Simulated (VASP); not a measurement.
# CuO (P-6m2) in VASP: single point with PBEsol+U

Aim: the single point of CuO with PBEsol+U.

Program: VASP 6.6.1. These are calculated values, not measurements. Logs are shortened: lines on timing, memory, paths and dates and some standing lists are left out, and cuts for length are marked.

### 1 The cell of the first run

The structure is hexagonal, space group P-6m2 (No. 187). The conventional cell has a = 2.836 Å, b = 2.836 Å, c = 2.768 Å, α = 90.00°, β = 90.00°, γ = 120.00°. Within 2.9 Å of Cu (site symmetry -6m2) lie 6 O at 2.14 Å and 8 Cu at 2.77 to 2.84 Å. Within 2.9 Å of O (site symmetry -6m2) lie 6 Cu at 2.14 Å and 8 O at 2.77 to 2.84 Å.

### 2 Single point, PBEsol+U, collinear spin

The input, INCAR:

```
PREC = Accurate
ENCUT = 820
EDIFF = 1E-6
ISMEAR = 0
SIGMA = 0.05
LREAL = False
LASPH = True
NELM = 200
ALGO = Normal
ISIF = 2
LWAVE = False
LCHARG = False
ISPIN = 2
MAGMOM = 1 0
LORBIT = 11
LMAXMIX = 4
LDAU = True
LDAUTYPE = 2
LDAUL = 2 -1
LDAUU = 3 0
LDAUJ = 0 0
LDAUPRINT = 1
GGA = PS
NBANDS = 24
GGA_COMPAT = False
```

The input, KPOINTS:

```
Automatic mesh
0
Gamma
  8 8 7
```

The input, POSCAR:

```
CuO
1.0
    2.8363251100      0.0000000000      0.0000000000
   -1.4181625500      2.4563296000      0.0000000000
    0.0000000000      0.0000000000      2.7681127800
Cu O
1 1
Direct
    0.0000000000      0.0000000000      0.0000000000
    0.6666666667      0.3333333333      0.5000000000
```

Potentials or basis: VASP PAW PBE potentials, release 64 (Cu_sv_GW, O).

The run is started by

```sh
$ cat potpaw_PBE.64/Cu_sv_GW/POTCAR potpaw_PBE.64/O/POTCAR > POTCAR
$ mpirun -np 1 vasp_std > vasp.out
```

OUTCAR:

```text
PREC = Accurate
   ENCUT = 820
   EDIFF = 1E-6
   ISMEAR = 0
   LREAL = False
   LASPH = True
   NELM = 200
   ISIF = 2
   ISPIN = 2
   LORBIT = 11
   GGA = PS

 ion  position               nearest neighbor table
   1  0.000  0.000  0.000-   2 2.14   2 2.14   2 2.14   2 2.14   2 2.14   2 2.14
   2  0.667  0.333  0.500-   1 2.14   1 2.14   1 2.14   1 2.14   1 2.14   1 2.14

  LATTYP: Found a hexagonal cell.
 ALAT       =     2.8363251100
 C/A-ratio  =     0.9759504544

  Lattice vectors:

 A1 = (   2.8363251100,   0.0000000000,   0.0000000000)
 A2 = (  -1.4181625500,   2.4563296000,   0.0000000000)
 A3 = (   0.0000000000,   0.0000000000,   2.7681127800)

Analysis of symmetry for initial positions (statically):
=====================================================================
 Subroutine PRICEL returns:
 Original cell was already a primitive cell.

 Routine SETGRP: Setting up the symmetry group for a
 hexagonal supercell.

 Subroutine GETGRP returns: Found 12 space group operations
 (whereof 12 operations were pure point group operations)
 out of a pool of 24 trial point group operations.

The static configuration has the point symmetry D_3h.

Analysis of symmetry for dynamics (positions and initial velocities):
=====================================================================
 Subroutine PRICEL returns:
 Original cell was already a primitive cell.

 Routine SETGRP: Setting up the symmetry group for a
 hexagonal supercell.

 Subroutine GETGRP returns: Found 12 space group operations
 (whereof 12 operations were pure point group operations)
 out of a pool of 24 trial point group operations.

The dynamic configuration has the point symmetry D_3h.

Analysis of structural, dynamic, and magnetic symmetry:
=====================================================================
 Subroutine PRICEL returns:
 Original cell was already a primitive cell.

 Routine SETGRP: Setting up the symmetry group for a
 hexagonal supercell.

 Subroutine GETGRP returns: Found 12 space group operations
 (whereof 12 operations were pure point group operations)
 out of a pool of 24 trial point group operations.

The overall configuration has the point symmetry D_3h.

 Subroutine INISYM returns: Found 12 space group operations
 (whereof 12 operations are pure point group operations),
 and found     1 'primitive' translations

----------------------------------------------------------------------------------------

                                     Primitive cell

  volume of cell :      19.2853

  direct lattice vectors                    reciprocal lattice vectors
     2.836325110  0.000000000  0.000000000     0.352568892  0.203555744  0.000000000
    -1.418162550  2.456329600  0.000000000     0.000000000  0.407111489  0.000000000
     0.000000000  0.000000000  2.768112780     0.000000000  0.000000000  0.361256957

  length of vectors
     2.836325110  2.836325109  2.768112780     0.407111488  0.407111489  0.361256957

  position of ions in fractional coordinates (direct lattice)
     0.000000000  0.000000000  0.000000000
     0.666666667  0.333333333  0.500000000

  ion indices of the primitive-cell ions
   primitive index   ion index
                 1           1
                 2           2

----------------------------------------------------------------------------------------

[... 62 lines left out ...]
   ICHARG =      2    charge: 1-file 2-atom 10-const
   ISPIN  =      2    spin polarized calculation?
   LNONCOLLINEAR =      F non collinear calculations
   LSORBIT =      F    spin-orbit coupling
   LASPH  =      T    aspherical Exc in radial PAW
   ENCUT  =  820.0 eV  60.27 Ry    7.76 a.u.   6.62  6.62  6.46*2*pi/ulx,y,z
   NELM   =    200;   NELMIN=  2; NELMDL= -5     # of ELM steps
   EDIFF  = 0.1E-05   stopping-criterion for ELM
   LREAL  =      F    real-space projection
   EDIFFG = 0.1E-04   stopping-criterion for IOM
   NSW    =      0    number of steps for IOM
   IBRION =     -1    ionic relax: 0-MD 1-quasi-New 2-CG
   NFREE  =      0    steps in history (QN), initial steepest desc. (CG)
   ISIF   =      2    stress and relaxation
   ISYM   =      2    0-nonsym 1-usesym 2-fastsym
   POTIM  = 0.5000    time-step for ionic-motion
   TEBEG  =    0.0;   TEEND  =   0.0 temperature during run
   PSTRESS=    0.0 pullay stress
   NELECT =      25.0000    total number of electrons
   NUPDOWN=      -1.0000    fix difference up-down
   EMIN   =  10.00;   EMAX   =-10.00  energy-range for DOS
   EFERMI =   0.00;   METHOD = LEGACY
   ISMEAR =     0;   SIGMA  =   0.05  broadening in eV -4-tet -1-fermi 0-gaus
   EFERMI_NEDOS =   21; number of points for ismear=-14 and -15
   IALGO  =     38    algorithm
   IMIX   =      4    mixing-type and parameters
     AMIX     =   0.40;   BMIX     =  1.00
     AMIX_MAG =   1.60;   BMIX_MAG =  1.00
  volume/ion in A,a.u.               =       9.64        65.07
  Fermi-wavevector in a.u.,A,eV,Ry     =   1.785032  3.373221 43.352781  3.186339
  Thomas-Fermi vector in A             =   2.848898
   LORBIT       =     11    0 simple, 1 ext, 2 COOP (PROOUT), +10 PAW based schemes
 LDA+U is selected, type is set to LDAUTYPE =  2
   angular momentum for each species LDAUL =     2   -1
   U (eV)           for each species LDAUU =   3.0  0.0
   J (eV)           for each species LDAUJ =   0.0  0.0
   GGA     = PS    functional components
   LHFCALC =     F    Hartree Fock is set to
   AEXX    =    0.0000 exact exchange contribution
   IVDW    =     0    specifies the selected vdW correction
   LEPSILON=     F    determine dielectric tensor
   LRPA    =     F    only Hartree local field effects (RPA)
 spin polarized calculation
 Gauss-broadening in eV      SIGMA  =   0.05
  energy-cutoff  :      820.00
  volume of cell :       19.29
 maximum number of plane-waves:      1057
 NGX is ok and might be reduce to    28
   NGX = 13   NGY = 13   NGZ = 13

atom =   1  type =  1  l = 2

 onsite density matrix

spin component  1

  0.9413 -0.0000 -0.0000 -0.0000  0.0000
 -0.0000  0.9646 -0.0000  0.0000 -0.0000
 -0.0000 -0.0000  0.9403  0.0000  0.0000
 -0.0000  0.0000  0.0000  0.9646  0.0000
  0.0000 -0.0000  0.0000  0.0000  0.9413

spin component  2

  0.9051  0.0000 -0.0000  0.0000  0.0000
  0.0000  0.7316  0.0000  0.0000  0.0000
 -0.0000  0.0000  0.9367 -0.0000  0.0000
  0.0000  0.0000 -0.0000  0.7316 -0.0000
  0.0000  0.0000  0.0000 -0.0000  0.9051

 occupancies and eigenvectors

  o =  0.7316  v =  0.0000  0.0000  0.0000  0.0000  0.0000  0.0000  0.6081  0.0000 -0.7938 -0.0000      0.0000  0.0000  0.0000  0.0000  0.0000  0.0000  0.0000  0.0000  0.0000  0.0000
  o =  0.7316  v =  0.0000  0.0000  0.0000  0.0000  0.0000 -0.0000  0.7938  0.0000  0.6081 -0.0000      0.0000  0.0000  0.0000  0.0000  0.0000  0.0000  0.0000  0.0000  0.0000  0.0000
  o =  0.9051  v =  0.0000  0.0000  0.0000  0.0000  0.0000 -0.9738  0.0000 -0.0000 -0.0000  0.2274      0.0000  0.0000  0.0000  0.0000  0.0000  0.0000  0.0000  0.0000  0.0000  0.0000
  o =  0.9051  v =  0.0000  0.0000  0.0000  0.0000  0.0000 -0.2274 -0.0000  0.0000  0.0000 -0.9738      0.0000  0.0000  0.0000  0.0000  0.0000  0.0000  0.0000  0.0000  0.0000  0.0000
  o =  0.9367  v =  0.0000  0.0000  0.0000  0.0000  0.0000 -0.0000 -0.0000  1.0000 -0.0000  0.0000      0.0000  0.0000  0.0000  0.0000  0.0000  0.0000  0.0000  0.0000  0.0000  0.0000
  o =  0.9403  v = -0.0000  0.0000 -1.0000  0.0000  0.0000  0.0000  0.0000  0.0000  0.0000  0.0000      0.0000  0.0000  0.0000  0.0000  0.0000  0.0000  0.0000  0.0000  0.0000  0.0000
  o =  0.9413  v = -0.2761  0.0000  0.0000 -0.0000 -0.9611  0.0000  0.0000  0.0000  0.0000  0.0000      0.0000  0.0000  0.0000  0.0000  0.0000  0.0000  0.0000  0.0000  0.0000  0.0000
  o =  0.9413  v =  0.9611  0.0000 -0.0000  0.0000 -0.2761  0.0000  0.0000  0.0000  0.0000  0.0000      0.0000  0.0000  0.0000  0.0000  0.0000  0.0000  0.0000  0.0000  0.0000  0.0000
  o =  0.9646  v =  0.0000  0.6081  0.0000 -0.7938  0.0000  0.0000  0.0000  0.0000  0.0000  0.0000      0.0000  0.0000  0.0000  0.0000  0.0000  0.0000  0.0000  0.0000  0.0000  0.0000
  o =  0.9646  v = -0.0000  0.7938  0.0000  0.6081  0.0000  0.0000  0.0000  0.0000  0.0000  0.0000      0.0000  0.0000  0.0000  0.0000  0.0000  0.0000  0.0000  0.0000  0.0000  0.0000

 number of electron      25.0000004 magnetization       0.9999388

 Free energy of the ion-electron system (eV)
  ---------------------------------------------------
  ext. energy  EPLUGINS =         0.00000000
  ---------------------------------------------------
  free energy    TOTEN  =        -8.78382670 eV

  energy without entropy =       -8.78281969  energy(sigma->0) =       -8.78332319

 E-fermi :   5.3555     XC(G=0): -12.9621

 val. band max:        5.3235697012   @ k =   0.2500  -0.0000   0.1429
 cond. band min:       5.3736434386   @ k =   0.1250  -0.0000   0.4286
 fundamental gap:      0.0500737374
 Fermi energy:         5.3555066747

 spin component 1

 k-point     1 :       0.0000    0.0000    0.0000
  band No.  band energies     occupation
      1    -105.9212      1.00000
      2     -63.6169      1.00000
      3     -63.3729      1.00000
      4     -63.3729      1.00000
      5     -13.9419      1.00000
      6       1.2477      1.00000
[... 1289 lines left out ...]
     23      39.3712      0.00000
     24      41.0007      0.00000

 [... further k-points ...]
[... 5 lines left out ...]
  --------------------------------------------------------------------------------------
  -------------------------------------------------------------------------------------
  Total       -0.6657080     -0.6657080     -1.9431983     -0.0000000      0.0000000      0.0000000
  in kB      -55.3054523    -55.3054524   -161.4363250     -0.0000001      0.0000000      0.0000000
  external PRESSURE =     -90.6824099 kB  Pullay stress =       0.0000000 kB

 VOLUME and BASIS-vectors are now :
 -----------------------------------------------------------------------------
  energy-cutoff  :      820.00
  volume of cell :       19.29
      direct lattice vectors                 reciprocal lattice vectors
     2.836325110  0.000000000  0.000000000     0.352568892  0.203555744  0.000000000
    -1.418162550  2.456329600  0.000000000     0.000000000  0.407111489  0.000000000
     0.000000000  0.000000000  2.768112780     0.000000000  0.000000000  0.361256957

 POSITION                                       TOTAL-FORCE (eV/Angst)
 -----------------------------------------------------------------------------------
      0.00000      0.00000      0.00000        -0.000000      0.000000      0.000000
      1.41816      0.81878      1.38406         0.000000      0.000000      0.000000
 -----------------------------------------------------------------------------------
    total drift:                               -0.000000      0.000000      0.000000

  FREE ENERGIE OF THE ION-ELECTRON SYSTEM (eV)
  ---------------------------------------------------
  free  energy   TOTEN  =        -8.7838266961 eV

  energy  without entropy=       -8.7828196902  energy(sigma->0) =       -8.78332319

 total charge

# of ion       s       p       d       f       tot
--------------------------------------------------
    1        2.188   6.304   8.936   0.008  17.436
    2        1.574   3.298   0.000   0.000   4.872
--------------------------------------------------
tot          3.762   9.602   8.936   0.008  22.308

 magnetization (x)

# of ion       s       p       d       f       tot
--------------------------------------------------
    1       -0.008  -0.005   0.542   0.001   0.530
    2        0.006   0.444   0.000   0.000   0.450
--------------------------------------------------
tot         -0.002   0.439   0.542   0.001   0.980
```

Run time: 76 s. Hardware: 1 thread of AMD EPYC 7R43 (Zen 3), shared host; peak memory 0.19 GiB.

What came out:

* Free energy: -8.7838 eV
* Pressure: -9.1 GPa
* Band gap on the k mesh: zero (filled and empty bands overlap)
* Net moment: 1.00 μB per cell
* Site moments: Cu +0.53; O +0.45 μB
* Valence electrons inside the program's atomic spheres: Cu 17.44; O 4.87

Stress tensor (GPa, compression positive):
```
 -5.53   0.00   0.00
  0.00  -5.53   0.00
  0.00   0.00 -16.14
```

Eigenvalues of the final occupation matrices:
| site | spin | trace | eigenvalues |
| --- | --- | --- | --- |
| site 1 d | 1 | 4.75 | 0.94 0.94 0.94 0.96 0.96 |
| site 1 d | 2 | 4.21 | 0.73 0.73 0.91 0.91 0.94 |

Caveat: the stress differs along the axes, from -16 to -6 GPa; the PAW data sets were made with another functional, which shifts forces and pressure a little; a cell with one magnetic atom can't hold antiferromagnetic order, which such compounds often take.

The gap in the log of VASP goes by the Fermi energy; the results here count the filled bands.